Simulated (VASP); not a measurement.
Here is a VASP 6.6.1 calculation.

INCAR

```
PREC = Accurate ; ENCUT = 520
EDIFF = 1E-6 ; ISMEAR = 0
SIGMA = 0.01 ; LREAL = Auto
LASPH = True ; NELM = 150
ALGO = Normal ; ISIF = 2
LWAVE = False ; LCHARG = True
ISPIN = 2 ; MAGMOM = 0 0 0 0 0 0 0 0 0 0 0 0 0.333 0 0.333 0 0 0 0 0 0 0.333 0 0 0 0 0 0 0 0 0 0 0 0 0 0 0 0 0 0 0 0 0 0 0 0 0
LORBIT = 11 ; GGA = PE
LVHAR = True ; NBANDS = 126
KPAR = 2 ; NCORE = 2
```

KPOINTS

```
regular mesh
0
Gamma
  2 2 2
```

The input POSCAR:

```
B24N23
1.0
    0.0000000000      0.0000000000      8.3612182313
    7.5364148001     -4.3511511137      0.0000000000
    0.0000000001      8.7023022272      0.0000000000
B N
24 23
Direct
    0.0000000000      0.1666666667      0.3332222036
    0.0000000000      0.6666366949      0.3333013513
    0.0000000000      0.4998838348      0.4998838348
    0.0000000000      0.3333013513      0.6666366949
    0.0000000000      0.1666666667      0.8334494985
    0.0000000000      0.0000319821      0.5000020103
    0.0000000000      0.8333313230      0.6666966384
    0.0000000000      0.6666966384      0.8333313230
    0.0000000000      0.5000020103      0.0000319821
    0.0000000000      0.3332222036      0.1666666667
    0.0000000000      0.0001111297      0.0001111297
    0.0000000000      0.8334494985      0.1666666667
    0.5000000000      0.0119907653      0.1666666667
    0.5000000000      0.5013697368      0.1666666667
    0.5000000000      0.3213425681      0.3213425681
    0.5000000000      0.1666666667      0.5013697368
    0.5000000000      0.0005827519      0.6703426873
    0.5000000000      0.8364266021      0.3327505814
    0.5000000000      0.6629906460      0.4969067313
    0.5000000000      0.4969067313      0.6629906460
    0.5000000000      0.3327505814      0.8364266021
    0.5000000000      0.1666666667      0.0119907653
    0.5000000000      0.8319635966      0.8319635966
    0.5000000000      0.6703426873      0.0005827519
    0.0000000000     -0.0000106107      0.1666666667
    0.0000000000      0.4999903777      0.1666666667
    0.0000000000      0.3333439440      0.3333439440
    0.0000000000      0.1666666667      0.4999903777
    0.0000000000      0.0000010413      0.6666689568
    0.0000000000      0.8333345822      0.3333322920
    0.0000000000      0.6666643766      0.4999987512
    0.0000000000      0.4999987512      0.6666643766
    0.0000000000      0.3333322920      0.8333345822
    0.0000000000      0.1666666667     -0.0000106107
    0.0000000000      0.8333429556      0.8333429556
    0.0000000000      0.6666689568      0.0000010413
    0.5000000000      0.6686176135      0.1666666667
    0.5000000000      0.4930102695      0.3283767825
    0.5000000000      0.3283767825      0.4930102695
    0.5000000000      0.1666666667      0.6686176135
    0.5000000000      0.0049565508      0.3313001536
    0.5000000000      0.8333333333      0.5000000000
    0.5000000000      0.6647157198      0.6647157198
    0.5000000000      0.5000000000      0.8333333333
    0.5000000000      0.3313001536      0.0049565508
    0.5000000000      0.0020331797      0.8403230639
    0.5000000000      0.8403230639      0.0020331797
```

Potentials or basis: VASP PAW PBE potentials, release 64 (B, N).

Launch:

```sh
$ cat potpaw_PBE.64/B/POTCAR potpaw_PBE.64/N/POTCAR > POTCAR
$ mpirun -np 4 vasp_std > vasp.out
```

Problem. What does it give for the net moment?

Solution. 0.50 μB per cell.

Problem. What does it give for the largest force?

Solution. 0.030 eV/Å.

Problem. Predict the site moments.

Solution. B -0.00, +0.00, +0.05, +0.02, +0.01; N +0.00, -0.00 μB.

Forces on the atoms (eV/Å):
```
B    0.000  0.001  0.000
B    0.001  0.000  0.000
B    0.001  0.001  0.000
B    0.001  0.000  0.000
B    0.000 -0.001  0.000
B   -0.001  0.000  0.000
B    0.000 -0.001  0.000
B   -0.001  0.000  0.000
B    0.000 -0.001  0.000
B    0.001 -0.001  0.000
B   -0.001 -0.001  0.000
B   -0.001  0.001  0.000
B    0.026 -0.015  0.000
B   -0.003  0.002  0.000
B   -0.026 -0.015  0.000
B    0.000 -0.003  0.000
B    0.002  0.004  0.000
B    0.002 -0.003  0.000
B   -0.004  0.000  0.000
B   -0.002 -0.003  0.000
B   -0.002  0.004  0.000
B    0.000  0.030  0.000
B    0.003  0.002  0.000
B    0.004  0.000  0.000
N    0.001  0.000  0.000
N    0.000  0.000  0.000
N   -0.001  0.000  0.000
N    0.000  0.000  0.000
N    0.000  0.001  0.000
N    0.000  0.000  0.000
N   -0.001  0.000  0.000
N    0.000  0.000  0.000
N    0.000  0.001  0.000
N    0.000  0.001  0.000
N    0.000  0.000  0.000
N    0.001  0.000  0.000
N   -0.004  0.002  0.000
N    0.018  0.001  0.000
N    0.010  0.015  0.000
N    0.000 -0.005  0.000
N   -0.010  0.015  0.000
N    0.000  0.000  0.000
N    0.004  0.002  0.000
N    0.000  0.000  0.000
N    0.008 -0.016  0.000
N   -0.008 -0.016  0.000
N   -0.018  0.001  0.000
```

Caveat: the k points lie up to 0.42 Å⁻¹ apart.
